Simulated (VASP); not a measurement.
Here is a VASP 6.6.1 calculation.

The input INCAR:

```
  ALGO = Normal
  EDIFF = 1E-6
  ENCUT = 520
  GGA = PE
  ISIF = 2
  ISMEAR = 0
  LASPH = True
  LCHARG = False
  LREAL = False
  LWAVE = False
  NBANDS = 31
  NELM = 100
  PREC = Accurate
  SIGMA = 0.05
```

Contents of KPOINTS:

```
k-points
0
Gamma
  12 12 12
```

POSCAR

```
C
1.0
    1.2156920714      0.7018801447     10.3670139469
   -1.2156920714      0.7018801447     10.3670139469
    0.0000000000     -1.4037602894     10.3670139469
C
10
Direct
    0.0248257000      0.0248257000      0.0248257000
    0.9751743000      0.9751743000      0.9751743000
    0.1086810650      0.1086810650      0.1086810650
    0.8913189350      0.8913189350      0.8913189350
    0.1583663742      0.1583663742      0.1583663742
    0.8416336258      0.8416336258      0.8416336258
    0.3748589682      0.3748589682      0.3748589682
    0.6251410318      0.6251410318      0.6251410318
    0.4253192967      0.4253192967      0.4253192967
    0.5746807033      0.5746807033      0.5746807033
```

Potentials or basis: VASP PAW PBE potentials, release 64 (C).

Command:

```sh
$ cat potpaw_PBE.64/C/POTCAR > POTCAR
$ mpirun -np 1 vasp_std > vasp.out
```

**Question.** What does it give for the largest force?

**Answer.** 0.251 eV/Å.

**Question.** Estimate the pressure.

**Answer.** 36.9 GPa.

**Question.** Estimate the band gap on the k mesh.

**Answer.** 4.74 eV, direct.

Stress tensor (GPa, compression positive):
```
53.17  0.00  0.00
 0.00 53.17  0.00
 0.00  0.00  4.28
```

Caveat: the cell differs from its parent crystal (normal strain along x -0.0350, normal strain along y -0.0350). A k mesh can miss the band edges.
